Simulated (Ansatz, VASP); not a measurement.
## Re2Te in VASP and in Ansatz

```
Re Te
1.0
    -1.52735    1.52735    5.63378
     1.52735   -1.52735    5.63378
     1.52735    1.52735   -5.63378
Re Te
2 1
Cartesian
  0.0000 0.0000 7.6910
  0.0000 0.0000 3.5765
  0.0000 0.0000 0.0000
```

Alike in both runs: functional PBE; k mesh 22 × 22 × 22; occupations gaussian, width 0.1 eV; no spin polarisation.

Ansatz relaxed the structure, and its values are those at the end. VASP's run is a single point on that final structure, the one shown.

```csv
,VASP,Ansatz
version,VASP 6.6.1,Ansatz 0.2.0
potentials or method,"VASP PAW PBE potentials, release 64 (Re, Te), cutoff 520 eV","scalar-relativistic, plane waves, PAW"
valence electrons in the cell,20,46
```

Ansatz gave:

- gap on the k mesh at the Fermi level (eV): none
- pressure (GPa): 0.0
- rms of the force components (eV/Å): 0.000

Question: Estimate VASP's values.

Answer: gap on the k mesh at the Fermi level (eV): none; pressure (GPa): -0.4; rms of the force components (eV/Å): 0.044.

A gap of «none» marks a metal or a gap that the smearing closes. With one functional, cell and mesh, what is left measures potentials, basis and numerics. VASP's potentials hold 20 valence electrons a cell and Ansatz's 46, so a difference there can come from the potentials and not from the codes.

Spin-orbit coupling is off throughout.
